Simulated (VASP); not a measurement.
Input of a VASP 6.6.1 run:

The input INCAR:

```
PREC = Accurate
ENCUT = 520
EDIFF = 1E-6
ISMEAR = 0
SIGMA = 0.15
LREAL = F
LASPH = T
NELM = 80
ALGO = Fast
ISIF = 2
LWAVE = F
LCHARG = F
GGA = PE
NBANDS = 12
```

KPOINTS

```
Automatic mesh
0
Gamma
  26 26 26
```

File POSCAR:

```
Cr
1.0
   -1.2846960778      1.2846960778      1.8165602540
    1.2846960778     -1.2846960778      1.8165602540
    1.2846960778      1.2846960778     -1.8165602540
Cr
1
Direct
    0.0000000000      0.0000000000      0.0000000000
```

Potentials or basis: VASP PAW PBE potentials, release 64 (Cr_pv).

Run with:

```bash
$ cat potpaw_PBE.64/Cr_pv/POTCAR > POTCAR
$ mpirun -np 1 vasp_std > vasp.out
```

Task: Predict the pressure.

Result: -2.5 GPa.

Task: Predict the band gap on the k mesh.

Result: Zero (band 6 reaches 12.67 eV, above the bottom of band 7 at 9.78 eV).

Caveat: the run has no spin polarisation, though such a crystal can be magnetic. Spin polarisation is off, so any magnetic state and its effect on volume and gap are missing.
